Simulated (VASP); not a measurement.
# Ti12Si in VASP: single point with PBE+D3(BJ)

Aim: the single point of Ti12Si with PBE+D3(BJ).

Everything below comes from runs of VASP 6.6.1. Logs are shortened: lines on timing, memory, paths and dates and some standing lists are left out, and cuts for length are marked.

### Step 1. The cell of the first run

The cell holds a slab with vacuum, 13 atoms: a = 5.710 Å, b = 5.710 Å, c = 21.593 Å, α = 90.00°, β = 90.00°, γ = 120.00°.

### Step 2. Single point, PBE+D3(BJ)

INCAR

```
PREC     = Accurate       # precision mode
ENCUT    = 520            # plane-wave cutoff, eV
EDIFF    = 1E-6           # SCF threshold, eV
ISMEAR   = 0              # smearing method
SIGMA    = 0.1            # smearing width, eV
LREAL    = False          # projectors in reciprocal space
LASPH    = True           # aspherical terms in the spheres
NELM     = 80             # most SCF steps
ALGO     = Normal         # electronic algorithm
ISIF     = 2              # what is computed and relaxed
LWAVE    = False          # write WAVECAR
LCHARG   = True           # write CHGCAR
LDIPOL   = True         
IDIPOL   = 3            
DIPOL    = 0.5 0.5 0.305
GGA      = PE             # functional
IVDW     = 12             # dispersion correction
LELF     = True           # ELF
LVHAR    = True         
LVACPOTAV= True         
NBANDS   = 86             # bands
```

KPOINTS

```
regular mesh
0
Gamma
  6 6 1
```

POSCAR

```
Ti12Si
1.0
    5.7099611434      0.0000000000      0.0000000000
   -2.8549805717      4.9449714048      0.0000000000
    0.0000000000      0.0000000000     21.5932633302
Ti Si
12 1
Direct
    0.3333333333      0.1666666667      0.1852429593
    0.3333333333      0.6666666667      0.1852429593
    0.8333333333      0.1666666667      0.1852429593
    0.8333333333      0.6666666667      0.1852429593
    0.1666666667      0.3333333333      0.2894365806
    0.1666666667      0.8333333333      0.2894365806
    0.6666666667      0.3333333333      0.2894365806
    0.6666666667      0.8333333333      0.2894365806
    0.0000000000      0.0000000000      0.3933293083
    0.0000000000      0.5000000000      0.3933293083
    0.5000000000      0.0000000000      0.3933293083
    0.5000000000      0.5000000000      0.3933293083
    0.0833333333      0.1666666667      0.4952129359
```

Potentials or basis: VASP PAW PBE potentials, release 64 (Ti_sv, Si).

The run is started by

```sh
$ cat potpaw_PBE.64/Ti_sv/POTCAR potpaw_PBE.64/Si/POTCAR > POTCAR
$ mpirun -np 1 vasp_std > vasp.out
```

OUTCAR:

```text
PREC = Accurate
   ENCUT = 520
   EDIFF = 1E-6
   ISMEAR = 0
   LREAL = False
   LASPH = True
   NELM = 80
   ISIF = 2
   GGA = PE
   IVDW = 12
 IVDW          = 12

 ion  position               nearest neighbor table
   1  0.333  0.167  0.185-   5 2.79   6 2.79   7 2.79   4 2.85   2 2.85   2 2.85   4 2.85   3 2.85
                             3 2.85
   2  0.333  0.667  0.185-   6 2.79   5 2.79   8 2.79   3 2.85   1 2.85   1 2.85   3 2.85   4 2.85
                             4 2.85
   3  0.833  0.167  0.185-   7 2.79   8 2.79   5 2.79   4 2.85   2 2.85   4 2.85   2 2.85   1 2.85
                             1 2.85
   4  0.833  0.667  0.185-   8 2.79   7 2.79   6 2.79   3 2.85   1 2.85   3 2.85   1 2.85   2 2.85
                             2 2.85
   5  0.167  0.333  0.289-   9 2.78  12 2.78  10 2.78   1 2.79   2 2.79   3 2.79   8 2.85   6 2.85
                             6 2.85   8 2.85   7 2.85   7 2.85
   6  0.167  0.833  0.289-  10 2.78  11 2.78   9 2.78   2 2.79   1 2.79   4 2.79   7 2.85   5 2.85
                             5 2.85   7 2.85   8 2.85   8 2.85
   7  0.667  0.333  0.289-  11 2.78  10 2.78  12 2.78   3 2.79   4 2.79   1 2.79   8 2.85   6 2.85
                             8 2.85   6 2.85   5 2.85   5 2.85
   8  0.667  0.833  0.289-  12 2.78   9 2.78  11 2.78   4 2.79   3 2.79   2 2.79   7 2.85   5 2.85
                             7 2.85   5 2.85   6 2.85   6 2.85
   9  0.000  0.000  0.393-  13 2.35   5 2.78   8 2.78   6 2.78  12 2.85  10 2.85  10 2.85  12 2.85
                            11 2.85  11 2.85
  10  0.000  0.500  0.393-   6 2.78   7 2.78   5 2.78   9 2.85  11 2.85   9 2.85  11 2.85  12 2.85
                            12 2.85
  11  0.500  0.000  0.393-   7 2.78   6 2.78   8 2.78  10 2.85  12 2.85  12 2.85  10 2.85   9 2.85
                             9 2.85
  12  0.500  0.500  0.393-   8 2.78   5 2.78   7 2.78   9 2.85  11 2.85  11 2.85   9 2.85  10 2.85
                            10 2.85
  13  0.083  0.167  0.495-   9 2.35

  LATTYP: Found a hexagonal cell.
 ALAT       =     5.7099611434
 C/A-ratio  =     3.7816830602

  Lattice vectors:

 A1 = (   5.7099611434,   0.0000000000,   0.0000000000)
 A2 = (  -2.8549805717,   4.9449714048,   0.0000000000)
 A3 = (   0.0000000000,   0.0000000000,  21.5932633302)

Analysis of symmetry for initial positions (statically):
=====================================================================
 Subroutine PRICEL returns:
 Original cell was already a primitive cell.

 Routine SETGRP: Setting up the symmetry group for a
 hexagonal supercell.

 Subroutine GETGRP returns: Found  2 space group operations
 (whereof  2 operations were pure point group operations)
 out of a pool of 24 trial point group operations.

The static configuration has the point symmetry C_1h.

Analysis of symmetry for dynamics (positions and initial velocities):
=====================================================================
 Subroutine PRICEL returns:
 Original cell was already a primitive cell.

 Routine SETGRP: Setting up the symmetry group for a
 hexagonal supercell.

 Subroutine GETGRP returns: Found  2 space group operations
 (whereof  2 operations were pure point group operations)
 out of a pool of 24 trial point group operations.

The dynamic configuration has the point symmetry C_1h.

 Subroutine INISYM returns: Found  2 space group operations
 (whereof  2 operations are pure point group operations),
 and found     1 'primitive' translations

----------------------------------------------------------------------------------------

                                     Primitive cell

  volume of cell :     609.6986

  direct lattice vectors                    reciprocal lattice vectors
     5.709961143  0.000000000  0.000000000     0.175132540  0.101112819  0.000000000
    -2.854980572  4.944971405  0.000000000     0.000000000  0.202225639  0.000000000
     0.000000000  0.000000000 21.593263330     0.000000000  0.000000000  0.046310740

  length of vectors
     5.709961143  5.709961143 21.593263330     0.202225639  0.202225639  0.046310740

  position of ions in fractional coordinates (direct lattice)
     0.333333333  0.166666667  0.185242959
     0.333333333  0.666666667  0.185242959
     0.833333333  0.166666667  0.185242959
     0.833333333  0.666666667  0.185242959
     0.166666667  0.333333333  0.289436581
     0.166666667  0.833333333  0.289436581
     0.666666667  0.333333333  0.289436581
     0.666666667  0.833333333  0.289436581
[... 49 lines left out ...]
            Coordinates               Weight
  0.000000  0.000000  0.000000      1.000000
  0.166667 -0.000000  0.000000      4.000000
  0.000000  0.166667  0.000000      2.000000
  0.333333  0.000000  0.000000      4.000000
  0.000000  0.333333  0.000000      2.000000
  0.500000  0.000000  0.000000      2.000000
  0.000000  0.500000  0.000000      1.000000
  0.166667  0.166667  0.000000      4.000000
 -0.333333  0.166667  0.000000      2.000000
  0.333333  0.166667  0.000000      4.000000
 -0.166667  0.500000  0.000000      4.000000
  0.500000  0.333333  0.000000      4.000000
  0.333333  0.333333  0.000000      2.000000
   k-points           NKPTS =     13   k-points in BZ     NKDIM =     13   number of bands    NBANDS=     86
   number of dos      NEDOS =    301   number of ions     NIONS =     13
   total plane-waves  NPLWV = 285768
   dimension x,y,z NGX =    42 NGY =   42 NGZ =  162
   dimension x,y,z NGXF=    84 NGYF=   84 NGZF=  324
   ions per type =              12   1
   NGX,Y,Z   is equivalent  to a cutoff of  12.23, 12.23, 12.47 a.u.
   NGXF,Y,Z  is equivalent  to a cutoff of  24.46, 24.46, 24.94 a.u.
 SYSTEM =  unknown system
   PREC   = accura    normal or accurate (medium, high low for compatibility)
   ISTART =      0    job   : 0-new  1-cont  2-samecut
   ICHARG =      2    charge: 1-file 2-atom 10-const
   ISPIN  =      1    spin polarized calculation?
   LNONCOLLINEAR =      F non collinear calculations
   LSORBIT =      F    spin-orbit coupling
   LASPH  =      T    aspherical Exc in radial PAW
   ENCUT  =  520.0 eV  38.22 Ry    6.18 a.u.  10.62 10.62 40.15*2*pi/ulx,y,z
   NELM   =     80;   NELMIN=  2; NELMDL= -5     # of ELM steps
   EDIFF  = 0.1E-05   stopping-criterion for ELM
   LREAL  =      F    real-space projection
   EDIFFG = 0.1E-04   stopping-criterion for IOM
   NSW    =      0    number of steps for IOM
   IBRION =     -1    ionic relax: 0-MD 1-quasi-New 2-CG
   NFREE  =      0    steps in history (QN), initial steepest desc. (CG)
   ISIF   =      2    stress and relaxation
   ISYM   =      2    0-nonsym 1-usesym 2-fastsym
   POTIM  = 0.5000    time-step for ionic-motion
   TEBEG  =    0.0;   TEEND  =   0.0 temperature during run
   PSTRESS=    0.0 pullay stress
   NELECT =     148.0000    total number of electrons
   NUPDOWN=      -1.0000    fix difference up-down
   EMIN   =  10.00;   EMAX   =-10.00  energy-range for DOS
   EFERMI =   0.00;   METHOD = LEGACY
   ISMEAR =     0;   SIGMA  =   0.10  broadening in eV -4-tet -1-fermi 0-gaus
   EFERMI_NEDOS =   21; number of points for ismear=-14 and -15
   IALGO  =     38    algorithm
   IMIX   =      4    mixing-type and parameters
     AMIX     =   0.40;   BMIX     =  1.00
     AMIX_MAG =   1.60;   BMIX_MAG =  1.00
  volume/ion in A,a.u.               =      46.90       316.50
  Fermi-wavevector in a.u.,A,eV,Ry     =   1.021230  1.929845 14.189668  1.042911
  Thomas-Fermi vector in A             =   2.154843
   LORBIT       =      0    0 simple, 1 ext, 2 COOP (PROOUT), +10 PAW based schemes
   GGA     = PE    functional components
   LHFCALC =     F    Hartree Fock is set to
   AEXX    =    0.0000 exact exchange contribution
   IVDW    =    12    specifies the selected vdW correction
   LEPSILON=     F    determine dielectric tensor
   LRPA    =     F    only Hartree local field effects (RPA)
 non-spin polarized calculation
 Gauss-broadening in eV      SIGMA  =   0.10
  energy-cutoff  :      520.00
  volume of cell :      609.70
 maximum number of plane-waves:     16485
   NGX = 21   NGY = 21   NGZ = 81

 dipolmoment           0.000000      0.000000     -1.181561 electrons x Angstroem

 number of electron     147.9999947 magnetization

 dipolmoment           0.000000      0.000000      0.065349 electrons x Angstroem

 Free energy of the ion-electron system (eV)
  ---------------------------------------------------
  ext. energy  EPLUGINS =         0.00000000
  ---------------------------------------------------
  free energy    TOTEN  =       -91.70614133 eV

  energy without entropy =      -91.59068480  energy(sigma->0) =      -91.64841307

 E-fermi :   0.0692     XC(G=0):  -5.1059

 val. band max:        0.0670450678   @ k =   0.5000   0.0000   0.0000
 cond. band min:       0.0774067190   @ k =   0.0000   0.3333   0.0000
 fundamental gap:      0.0103616512
 Fermi energy:         0.0692400389

 k-point     1 :       0.0000    0.0000    0.0000
  band No.  band energies     occupation
      1     -56.7476      2.00000
      2     -56.6978      2.00000
      3     -56.6539      2.00000
      4     -56.6198      2.00000
      5     -56.5927      2.00000
      6     -56.5892      2.00000
[... 1146 lines left out ...]
     85       1.0183      0.00000
     86       1.0818      0.00000

------------------------ aborting loop because EDIFF is reached ----------------------------------------

 Edisp (eV)   -5.63577

 E8    (eV) :    -2.7713

  FORCE on cell =-STRESS in cart. coord.  units (eV):
  Direction    XX          YY          ZZ          XY          YZ          ZX
  --------------------------------------------------------------------------------------
  -------------------------------------------------------------------------------------
  Total      -2.36337    -2.27307    -0.12782     0.00000     1.39378     0.00000
  in kB      -6.21051    -5.97320    -0.33589     0.00000     3.66259     0.00000
  external pressure =       -4.17 kB  Pullay stress =        0.00 kB

 VOLUME and BASIS-vectors are now :
 -----------------------------------------------------------------------------
  energy-cutoff  :      520.00
  volume of cell :      609.70
      direct lattice vectors                 reciprocal lattice vectors
     5.709961143  0.000000000  0.000000000     0.175132540  0.101112819  0.000000000
    -2.854980572  4.944971405  0.000000000     0.000000000  0.202225639  0.000000000
     0.000000000  0.000000000 21.593263330     0.000000000  0.000000000  0.046310740

 POSITION                                       TOTAL-FORCE (eV/Angst)
 -----------------------------------------------------------------------------------
      1.42749      0.82416      4.00000         0.018292     -0.023093      0.066213
     -0.00000      3.29665      4.00000         0.000000      0.001006      0.032849
      4.28247      0.82416      4.00000        -0.018292     -0.023093      0.066213
      2.85498      3.29665      4.00000         0.000000     -0.005471      0.083218
      0.00000      1.64832      6.24988         0.000000      0.234745     -0.377135
     -1.42749      4.12081      6.24988         0.127017     -0.091504     -0.185841
      2.85498      1.64832      6.24988         0.000000      0.016156     -0.140349
      1.42749      4.12081      6.24988        -0.127017     -0.091504     -0.185841
      0.00000      0.00000      8.49326         0.000000      0.064800     -1.376398
     -1.42749      2.47249      8.49326         0.568185     -0.457330      0.813877
      2.85498      0.00000      8.49326        -0.000000      0.233435      0.775668
      1.42749      2.47249      8.49326        -0.568185     -0.457330      0.813877
     -0.00000      0.82416     10.69326         0.000000      0.599183     -0.386350
 -----------------------------------------------------------------------------------
    total drift:                                0.000000     -0.000119     -0.003156

  FREE ENERGIE OF THE ION-ELECTRON SYSTEM (eV)
  ---------------------------------------------------
  free  energy   TOTEN  =       -97.3419082037 eV

  energy  without entropy=      -97.2264516743  energy(sigma->0) =      -97.28417994

 vacuum level on the upper side and lower side of the slab         5.152         4.733
```

Run time: 61 min. Hardware: 1 thread of Intel Xeon Platinum 8488C (Sapphire Rapids), shared host; peak memory 0.86 GiB.

Results:

```
Free energy                : -97.3419 eV
Largest force              : 1.378 eV/Å
Band gap on the k mesh     : zero (bands 74 and 75 overlap by 0.63 eV)
Dispersion energy per atom : -0.434 eV
```

Forces in eV/Å, atoms in the order of the input:
```
Ti   0.018 -0.023  0.066
Ti   0.000  0.001  0.033
Ti  -0.018 -0.023  0.066
Ti   0.000 -0.005  0.083
Ti   0.000  0.235 -0.377
Ti   0.127 -0.092 -0.186
Ti   0.000  0.016 -0.140
Ti  -0.127 -0.092 -0.186
Ti   0.000  0.065 -1.376
Ti   0.568 -0.457  0.814
Ti   0.000  0.233  0.776
Ti  -0.568 -0.457  0.814
Si   0.000  0.599 -0.386
```

Levels at points of the mesh, in eV from the Fermi level:
```csv
k point,band 71,band 72,band 73,band 74,band 75,band 76
"(0.00, 0.00, 0.00)",-0.06,0.34,0.40,0.47,0.54,0.76
"(0.50, 0.00, 0.00)",-0.43,-0.36,-0.34,-0.21,-0.12,-0.03
"(0.00, 0.50, 0.00)",-0.42,-0.33,-0.32,-0.26,-0.16,-0.03
```
